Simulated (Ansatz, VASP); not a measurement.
# One calculation of FeO, two programs

```
Fe O
1.0
     1.50084    0.86651    2.45202
    -1.50084    0.86651    2.45202
     0.00000   -1.73302    2.45202
Fe O
1 1
Cartesian
  0.0000 0.0000 0.0000
  0.0000 0.0000 3.6780
```

Alike in both runs: functional PBEsol; k mesh 18 × 18 × 18; occupations gaussian, width 0.1 eV; collinear spin.

Ansatz relaxed the structure, and its values are those at the end. VASP's run is a single point on that final structure, the one shown.

|  | VASP | Ansatz |
| --- | --- | --- |
| version | VASP 6.6.1 | Ansatz 0.2.0 |
| potentials or method | VASP PAW PBE potentials, release 64 (Fe, O), cutoff 520 eV | scalar-relativistic, plane waves, PAW |
| valence electrons in the cell | 14 | 22 |

|  | VASP | Ansatz | Ansatz less VASP |
| --- | --- | --- | --- |
| gap on the k mesh at the Fermi level (eV) | none | none | - |
| pressure (GPa) | 0.4 | 0.0 | -0.44 |
| net moment per atom (μB) | 2.00 | 2.00 | 0.000 |
| size of the moment on the site where the two differ most (μB) | 3.60 | 3.42 | -0.183 |

VASP's potentials were made for PBE, not for PBEsol. Site moments also hang on the region over which each program counts them. A gap of «none» marks a metal or a gap that the smearing closes. VASP's potentials hold 14 valence electrons a cell and Ansatz's 22, so a difference there can come from the potentials and not from the codes.
